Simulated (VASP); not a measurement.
Runs of VASP 6.6.1 on Al. The structure is that of space group Fm-3m (No. 225), or close to it. The cells are those of the table. 

```csv
task,cell,k mesh for the DOS,occupations for the DOS,gap on the mesh (eV),pressure (GPa)
single point,"a = 2.820 Å, angles 60.0°, 1 atom",-,-,none,3.3
electric field gradients,"a = 2.858 Å, angles 60.0°, 1 atom",-,-,none,0.0
single point,"a = 2.896 Å, angles 60.0°, 1 atom",-,-,none,-2.8
single point,"a = 2.864 Å, angles 60.0°, 1 atom",-,-,none,-0.4
electric field gradients,"a = 2.864 Å, angles 60.0°, 1 atom",-,-,none,-0.4
single point,"a = 2.860 Å, angles 60.0°, 1 atom",-,-,none,(a)
single point,"a = 2.877 Å, angles 60.0°, 1 atom",-,-,none,(b)
```

Alike in all rows: level PBE; potentials or basis VASP PAW PBE potentials, release 64 (Al); no spin polarisation; k mesh 18 × 18 × 18; cutoff (eV) 520; smearing gaussian 0.05 eV.

Question: Estimate the missing entries.

Answer: (a) -0.2; (b) -1.5.

A gap of «none» marks levels without a gap at the run's occupations.
